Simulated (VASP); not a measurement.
A run of VASP 6.6.1:

INCAR

```
SYSTEM = GaN
PREC = Accurate ; ENCUT = 600
EDIFF = 1E-6 ; ISMEAR = -1
SIGMA = 0.05 ; LREAL = .False.
LASPH = .True. ; NELM = 100
ALGO = Normal ; ISIF = 3
LWAVE = .False. ; LCHARG = .False.
GGA = PS ; IBRION = 2
NSW = 60 ; EDIFFG = -0.01
PSTRESS = 50.0
```

The input KPOINTS:

```
Automatic mesh
0
Gamma
  10 10 10
  0 0 0
```

File POSCAR:

```
GaN
1.0
    0.0000000000      2.2535006075      2.2535006075
    2.2535006075      0.0000000000      2.2535006075
    2.2535006075      2.2535006075      0.0000000000
Ga N
1 1
Direct
    0.0000000000      0.0000000000      0.0000000000
    0.2500000000      0.2500000000      0.2500000000
```

Potentials or basis: VASP PAW PBE potentials, release 64 (Ga_d, N).

Run with:

```bash
$ cat potpaw_PBE.64/Ga_d/POTCAR potpaw_PBE.64/N/POTCAR > POTCAR
$ mpirun -np 1 vasp_std > vasp.out
```

Hardware: 1 thread of Intel Xeon 6975P-C, with other jobs on the host.

Task: Estimate the wall time of this run.

Result: Wall time 44 s on 1 thread of Intel Xeon 6975P-C, on a shared host, peak memory 0.18 GiB. Counts: scf iterations 28, k points 47, ion steps 3.
